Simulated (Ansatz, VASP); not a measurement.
## Two plane-wave programs on BN

```
CELL_PARAMETERS angstrom
2.44920 0.02537 -0.02674
-1.20264 2.09158 0.00507
-0.07114 -0.02551 6.28977
ATOMIC_POSITIONS crystal
B 0.34256 0.65098 0.25255
B 0.71614 0.36294 0.75618
N 0.36268 0.73491 0.73886
N 0.57862 0.25117 0.25241
```

Change from the starting cell: all atoms moved at random, cell strained at random.

Alike in both runs: task single point; functional PBE; k mesh 12 × 12 × 4; occupations gaussian, width 0.02 eV; no spin polarisation.

```csv
,VASP,Ansatz
version,VASP 6.6.1,Ansatz 0.2.0
potentials or method,"VASP PAW PBE potentials, release 64 (B, N), cutoff 520 eV","scalar-relativistic, plane waves, PAW"
valence electrons in the cell,16,16
```

```tsv
	VASP	Ansatz	Ansatz less VASP
gap on the k mesh at the Fermi level (eV)	2.69	2.70	+0.010
least direct gap on the mesh (eV)	4.18	4.19	+0.005
pressure (GPa)	39.8	39.9	+0.08
traceless stress, the component that is largest in VASP (GPa)	43.93	43.86	-0.068
rms of the force components (eV/Å)	4.086	4.099	+0.0128
```

Atom by atom the forces differ by 0.016 eV/Å (rms over components). Both programs put the cell under a high pressure, so it lies far from rest at this level.
